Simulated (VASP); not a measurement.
The system is TiO2.

```
CELL_PARAMETERS angstrom
0.05848 2.45531 2.45531
2.45531 0.05848 2.45531
2.45531 2.45531 0.05848
ATOMIC_POSITIONS crystal
Ti 0.00000 0.00000 0.00000
O 0.24913 0.24913 0.24913
O 0.75087 0.75087 0.75087
```

This cell differs from its parent crystal: strain along [111] +3.7%.

Base run:

| Item | Value |
| --- | --- |
| Program | VASP 6.6.1 |
| Functional | PBE |
| Potentials or basis | VASP PAW PBE potentials, release 64 (Ti_sv, O) |
| Cutoff | 520 eV |
| k mesh | 10 × 10 × 10 |
| Occupations | fermi-dirac, width 0.02 eV |
| Spin | no spin polarisation |

Its results: band gap on the k mesh 1.11 eV, indirect (least direct gap 1.77 eV); pressure -2.3 GPa; largest force 0.033 eV/Å.

Question: The run is repeated on the same cell with these changes: functional from PBE to r2SCAN; occupations from fermi-dirac, width 0.02 eV to gaussian, width 0.01 eV. What comes out?

Answer: Band gap on the k mesh 1.51 eV, indirect (least direct gap 2.16 eV); pressure -7.7 GPa; largest force 0.010 eV/Å.

Caveats: the PAW data sets were made with another functional, which shifts forces and pressure a little (some runs).

A k mesh can miss the band edges.
